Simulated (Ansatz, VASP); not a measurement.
**One calculation of NbRu3C, two programs**

```
Ru Nb C
1.0
     4.03785    0.00000    0.00000
     0.00000    4.03785    0.00000
     0.00000    0.00000    4.03785
Ru Nb C
3 1 1
Direct
  0.50000 0.50000 0.00000
  0.50000 0.00000 0.50000
  0.00000 0.50000 0.50000
  0.00000 0.00000 0.00000
  0.50000 0.50000 0.50000
```

Alike in both runs: task single point; functional PBE; k mesh 7 × 7 × 7; occupations fermi-dirac, width 0.05 eV; no spin polarisation.

```csv
,VASP,Ansatz
version,VASP 6.6.1,Ansatz 0.2.0
potentials or method,"VASP PAW PBE potentials, release 64 (Ru_pv, Nb_sv, C)",Ansatz PAW
plane-wave cutoff (eV),520,420
valence electrons in the cell,59,65
```

|  | VASP | Ansatz | Ansatz less VASP |
| --- | --- | --- | --- |
| gap on the k mesh at the Fermi level (eV) | none | none | - |
| pressure (GPa) | 2.2 | 2.3 | +0.09 |

A gap of «none» marks a metal or a gap that the smearing closes. VASP's potentials hold 59 valence electrons a cell and Ansatz's 65, so a difference there can come from the potentials and not from the codes.
